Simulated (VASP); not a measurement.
# Rh (Cmcm) in VASP: settings compared

The runs below take Rh through single point, with RPBE+D4, PBE.

All numbers are computed with VASP 6.6.1; they aren't measurements. Logs are shortened: lines on timing, memory, paths and dates and some standing lists are left out, and cuts for length are marked.

**1. The cell of the first run**

Symmetry: Cmcm, No. 63, orthorhombic system. The conventional cell has a = 3.830 Å, b = 3.830 Å, c = 3.830 Å, α = 90.00°, β = 90.00°, γ = 90.00°. Rh (site symmetry m2m) has 12 Rh at 2.51 to 2.93 Å within 3.3 Å.

**2. Single point, RPBE+D4**

INCAR reads:

```
PREC = Accurate ; ENCUT = 520
EDIFF = 1E-6 ; ISMEAR = 0
SIGMA = 0.15 ; LREAL = F
LASPH = T ; NELM = 80
ALGO = Fast ; ISIF = 2
LWAVE = F ; LCHARG = F
GGA = RP ; IVDW = 13
NBANDS = 22
```

KPOINTS reads:

```
regular mesh
0
Gamma
  22 22 16
```

POSCAR reads:

```
Rh
1.0
    0.0000000000     -1.9149654119     -1.9149654119
    0.0000000000      1.9149654119     -1.9149654119
    3.8299308238      0.0000000000      0.0000000000
Rh
2
Direct
    0.5391651983      0.4608348017      0.5000000000
   -0.0391651983      0.0391651983      0.0000000000
```

Potentials or basis: VASP PAW PBE potentials, release 64 (Rh_pv).

Command:

```console
> cat potpaw_PBE.64/Rh_pv/POTCAR > POTCAR
> mpirun -np 1 vasp_std > vasp.out
```

OUTCAR:

```text
PREC = Accurate
   ENCUT = 520
   EDIFF = 1E-6
   ISMEAR = 0
   LREAL = F
   LASPH = T
   NELM = 80
   ISIF = 2
   GGA = RP
   IVDW = 13

 ion  position               nearest neighbor table
   1  0.539  0.461  0.500-   2 2.51   2 2.51   2 2.72   2 2.72   2 2.72   2 2.72   2 2.93   2 2.93

   2  0.961  0.039  0.000-   1 2.51   1 2.51   1 2.72   1 2.72   1 2.72   1 2.72   1 2.93   1 2.93

  LATTYP: Found a simple tetragonal cell.
 ALAT       =     2.7081700570
 C/A-ratio  =     1.4142135624

  Lattice vectors:

 A1 = (   0.0000000000,  -1.9149654119,  -1.9149654119)
 A2 = (   0.0000000000,   1.9149654119,  -1.9149654119)
 A3 = (   3.8299308238,   0.0000000000,   0.0000000000)

Analysis of symmetry for initial positions (statically):
=====================================================================
 Subroutine PRICEL returns:
 Original cell was already a primitive cell.

 Routine SETGRP: Setting up the symmetry group for a
 simple tetragonal supercell.

 Subroutine GETGRP returns: Found  8 space group operations
 (whereof  4 operations were pure point group operations)
 out of a pool of 16 trial point group operations.

The static configuration has the point symmetry C_2v.
 The point group associated with its full space group is D_2h.

Analysis of symmetry for dynamics (positions and initial velocities):
=====================================================================
 Subroutine PRICEL returns:
 Original cell was already a primitive cell.

 Routine SETGRP: Setting up the symmetry group for a
 simple tetragonal supercell.

 Subroutine GETGRP returns: Found  8 space group operations
 (whereof  4 operations were pure point group operations)
 out of a pool of 16 trial point group operations.

The dynamic configuration has the point symmetry C_2v.
 The point group associated with its full space group is D_2h.

 Subroutine INISYM returns: Found  8 space group operations
 (whereof  4 operations are pure point group operations),
 and found     1 'primitive' translations

----------------------------------------------------------------------------------------

                                     Primitive cell

  volume of cell :      28.0894

  direct lattice vectors                    reciprocal lattice vectors
     0.000000000 -1.914965412 -1.914965412     0.000000000 -0.261101322 -0.261101322
     0.000000000  1.914965412 -1.914965412     0.000000000  0.261101322 -0.261101322
     3.829930824  0.000000000  0.000000000     0.261101322  0.000000000  0.000000000

  length of vectors
     2.708170057  2.708170057  3.829930824     0.369253030  0.369253030  0.261101322

  position of ions in fractional coordinates (direct lattice)
     0.539165198  0.460834802  0.500000000
     0.960834802  0.039165198  0.000000000

  ion indices of the primitive-cell ions
   primitive index   ion index
                 1           1
                 2           2

----------------------------------------------------------------------------------------

 KPOINTS: regular mesh

Automatic generation of k-mesh.
 Grid dimensions read from file:
 generate k-points for:   22   22   16

 Generating k-lattice:

  Cartesian coordinates                     Fractional coordinates (reciprocal lattice)
     0.000000000 -0.011868242 -0.011868242     0.045454545  0.000000000  0.000000000
     0.000000000  0.011868242 -0.011868242     0.000000000  0.045454545  0.000000000
     0.016318833  0.000000000  0.000000000     0.000000000  0.000000000  0.062500000

  Length of vectors
     0.016784229  0.016784229  0.016318833

  Shift w.r.t. Gamma in fractional coordinates (k-lattice)
     0.000000000  0.000000000  0.000000000

 Subroutine IBZKPT returns following result:
 ===========================================

 Found   1197 irreducible k-points:

 Following reciprocal coordinates:
            Coordinates               Weight
  0.000000  0.000000  0.000000      1.000000
  0.045455  0.000000  0.000000      4.000000
  0.090909  0.000000  0.000000      4.000000
  0.136364  0.000000  0.000000      4.000000
  0.181818  0.000000  0.000000      4.000000
  0.227273  0.000000  0.000000      4.000000
[... 16 lines left out ...]
  0.272727  0.045455  0.000000      4.000000
 -0.045455  0.272727  0.000000      4.000000
 [... further k-points ...]
   k-points           NKPTS =   1197   k-points in BZ     NKDIM =   1197   number of bands    NBANDS=     22
   number of dos      NEDOS =    301   number of ions     NIONS =      2
   total plane-waves  NPLWV =  11200
   dimension x,y,z NGX =    20 NGY =   20 NGZ =   28
   dimension x,y,z NGXF=    40 NGYF=   40 NGZF=   56
   ions per type =               2
   NGX,Y,Z   is equivalent  to a cutoff of  12.28, 12.28, 12.15 a.u.
   NGXF,Y,Z  is equivalent  to a cutoff of  24.55, 24.55, 24.31 a.u.
 SYSTEM =  unknown system
   PREC   = accura    normal or accurate (medium, high low for compatibility)
   ISTART =      0    job   : 0-new  1-cont  2-samecut
   ICHARG =      2    charge: 1-file 2-atom 10-const
   ISPIN  =      1    spin polarized calculation?
   LNONCOLLINEAR =      F non collinear calculations
   LSORBIT =      F    spin-orbit coupling
   LASPH  =      T    aspherical Exc in radial PAW
   ENCUT  =  520.0 eV  38.22 Ry    6.18 a.u.   5.04  5.04  7.12*2*pi/ulx,y,z
   NELM   =     80;   NELMIN=  2; NELMDL= -5     # of ELM steps
   EDIFF  = 0.1E-05   stopping-criterion for ELM
   LREAL  =      F    real-space projection
   EDIFFG = 0.1E-04   stopping-criterion for IOM
   NSW    =      0    number of steps for IOM
   IBRION =     -1    ionic relax: 0-MD 1-quasi-New 2-CG
   NFREE  =      0    steps in history (QN), initial steepest desc. (CG)
   ISIF   =      2    stress and relaxation
   ISYM   =      2    0-nonsym 1-usesym 2-fastsym
   POTIM  = 0.5000    time-step for ionic-motion
   TEBEG  =    0.0;   TEEND  =   0.0 temperature during run
   PSTRESS=    0.0 pullay stress
   NELECT =      30.0000    total number of electrons
   NUPDOWN=      -1.0000    fix difference up-down
   EMIN   =  10.00;   EMAX   =-10.00  energy-range for DOS
   EFERMI =   0.00;   METHOD = LEGACY
   ISMEAR =     0;   SIGMA  =   0.15  broadening in eV -4-tet -1-fermi 0-gaus
   EFERMI_NEDOS =   21; number of points for ismear=-14 and -15
   IALGO  =     68    algorithm
   IMIX   =      4    mixing-type and parameters
     AMIX     =   0.40;   BMIX     =  1.00
     AMIX_MAG =   1.60;   BMIX_MAG =  1.00
  volume/ion in A,a.u.               =      14.04        94.78
  Fermi-wavevector in a.u.,A,eV,Ry     =   1.673405  3.162276 38.100167  2.800283
  Thomas-Fermi vector in A             =   2.758382
   LORBIT       =      0    0 simple, 1 ext, 2 COOP (PROOUT), +10 PAW based schemes
   GGA     = RP    functional components
   LHFCALC =     F    Hartree Fock is set to
   AEXX    =    0.0000 exact exchange contribution
   IVDW    =    13    specifies the selected vdW correction
   LEPSILON=     F    determine dielectric tensor
   LRPA    =     F    only Hartree local field effects (RPA)
 non-spin polarized calculation
 RMM-DIIS sequential band-by-band and
 Gauss-broadening in eV      SIGMA  =   0.15
  energy-cutoff  :      520.00
  volume of cell :       28.09
 maximum number of plane-waves:       776
   NGX = 11   NGY = 11   NGZ = 15

 number of electron      30.0000000 magnetization

 Free energy of the ion-electron system (eV)
  ---------------------------------------------------
  ext. energy  EPLUGINS =         0.00000000
  ---------------------------------------------------
  free energy    TOTEN  =       -12.95407571 eV

  energy without entropy =      -12.91922935  energy(sigma->0) =      -12.93665253

 E-fermi :  11.6583     XC(G=0): -13.7770

 val. band max:       11.6582417789   @ k =   0.3636   0.3182   0.3750
 cond. band min:      11.6582765681   @ k =  -0.2727   0.3182   0.1250
 fundamental gap:      0.0000347891
 Fermi energy:        11.6582507004

 k-point     1 :       0.0000    0.0000    0.0000
  band No.  band energies     occupation
      1     -35.5011      2.00000
      2     -35.0082      2.00000
      3     -34.9235      2.00000
      4     -34.7364      2.00000
      5     -34.7216      2.00000
      6     -34.7123      2.00000
[... 14 lines left out ...]
     21      25.3864      0.00000
     22      28.3545      0.00000

 k-point     2 :       0.0455    0.0000    0.0000
  band No.  band energies     occupation
      1     -35.4974      2.00000
      2     -35.0110      2.00000
      3     -34.9259      2.00000
      4     -34.7388      2.00000
      5     -34.7275      2.00000
      6     -34.7150      2.00000
[... 14 lines left out ...]
     21      25.4589      0.00000
     22      28.4176      0.00000

 k-point     3 :       0.0909    0.0000    0.0000
  band No.  band energies     occupation
      1     -35.4866      2.00000
      2     -35.0208      2.00000
      3     -34.9312      2.00000
      4     -34.7507      2.00000
      5     -34.7460      2.00000
      6     -34.7169      2.00000
[... 14 lines left out ...]
     21      25.7593      0.00000
     22      28.5975      0.00000

 k-point     4 :       0.1364    0.0000    0.0000
  band No.  band energies     occupation
      1     -35.4689      2.00000
      2     -35.0406      2.00000
      3     -34.9354      2.00000
      4     -34.7883      2.00000
      5     -34.7577      2.00000
      6     -34.7183      2.00000
[... 14 lines left out ...]
     21      26.2329      0.00000
     22      28.8648      0.00000

 k-point     5 :       0.1818    0.0000    0.0000
  band No.  band energies     occupation
      1     -35.4453      2.00000
      2     -35.0704      2.00000
      3     -34.9391      2.00000
      4     -34.8335      2.00000
      5     -34.7738      2.00000
      6     -34.7204      2.00000
[... 417 lines left out ...]
 k-point    22 :      -0.0455    0.2273    0.0000
  band No.  band energies     occupation
      1     -35.4132      2.00000
      2     -35.1012      2.00000
      3     -34.9698      2.00000
      4     -34.8679      2.00000
      5     -34.7960      2.00000
      6     -34.7294      2.00000
[... 14 lines left out ...]
     21      27.2603      0.00000
     22      29.5719      0.00000

 k-point    23 :       0.2727    0.0455    0.0000
  band No.  band energies     occupation
      1     -35.3823      2.00000
      2     -35.1493      2.00000
      3     -34.9902      2.00000
      4     -34.8893      2.00000
      5     -34.8178      2.00000
      6     -34.7341      2.00000
[... 14 lines left out ...]
     21      27.3587      0.00000
     22      29.4443      0.00000

 k-point    24 :      -0.0455    0.2727    0.0000
  band No.  band energies     occupation
      1     -35.3813      2.00000
      2     -35.1394      2.00000
      3     -35.0077      2.00000
      4     -34.8827      2.00000
      5     -34.8189      2.00000
      6     -34.7333      2.00000
[... 14 lines left out ...]
     21      27.8391      0.00000
     22      28.9987      0.00000

 [... further k-points ...]

------------------------ aborting loop because EDIFF is reached ----------------------------------------

  DFT-D4 for vdW energy calculation

  Edisp (eV):   -3.21479

  FORCE on cell =-STRESS in cart. coord.  units (eV):
  Direction    XX          YY          ZZ          XY          YZ          ZX
  --------------------------------------------------------------------------------------
  -------------------------------------------------------------------------------------
  Total      -0.25369    -0.60142    -2.48783     0.00000     0.00000     0.00000
  in kB     -14.46999   -34.30388  -141.90190     0.00000     0.00000     0.00000
  external pressure =      -63.56 kB  Pullay stress =        0.00 kB

 VOLUME and BASIS-vectors are now :
 -----------------------------------------------------------------------------
  energy-cutoff  :      520.00
  volume of cell :       28.09
      direct lattice vectors                 reciprocal lattice vectors
     0.000000000 -1.914965412 -1.914965412     0.000000000 -0.261101322 -0.261101322
     0.000000000  1.914965412 -1.914965412     0.000000000  0.261101322 -0.261101322
     3.829930824  0.000000000  0.000000000     0.261101322  0.000000000  0.000000000

 POSITION                                       TOTAL-FORCE (eV/Angst)
 -----------------------------------------------------------------------------------
      1.91497     -0.15000     -1.91497         0.000000      1.915505      0.000000
      0.00000     -1.76497     -1.91497         0.000000     -1.915505      0.000000
 -----------------------------------------------------------------------------------
    total drift:                               -0.000000      0.000000     -0.000000

  FREE ENERGIE OF THE ION-ELECTRON SYSTEM (eV)
  ---------------------------------------------------
  free  energy   TOTEN  =       -16.1688667928 eV

  energy  without entropy=      -16.1340204296  energy(sigma->0) =      -16.15144361
```

It took 9.8 min on 1 thread of Oxide Virtual Turin-like, shared host; peak memory 0.57 GiB.

Results:

| Item | Value |
| --- | --- |
| Free energy | -16.1689 eV |
| Pressure | -6.4 GPa |
| Largest force | 1.916 eV/Å |
| Band gap on the k mesh | zero (bands 15 and 16 overlap by 2.07 eV) |
| Dispersion energy per atom | -1.607 eV |

Forces in eV/Å, atoms in the order of the input:
```
Rh   0.000  1.916  0.000
Rh   0.000 -1.916  0.000
```

Stress tensor (GPa, compression positive):
```
 -1.45   0.00   0.00
  0.00  -3.43   0.00
  0.00   0.00 -14.19
```

Caveat: the stress differs along the axes, from -14 to -1 GPa; the dispersion term is far too large for a dense solid, which distorts pressure and volume; the PAW data sets were made with another functional, which shifts forces and pressure a little.

(Continued in part 2 of 2.)
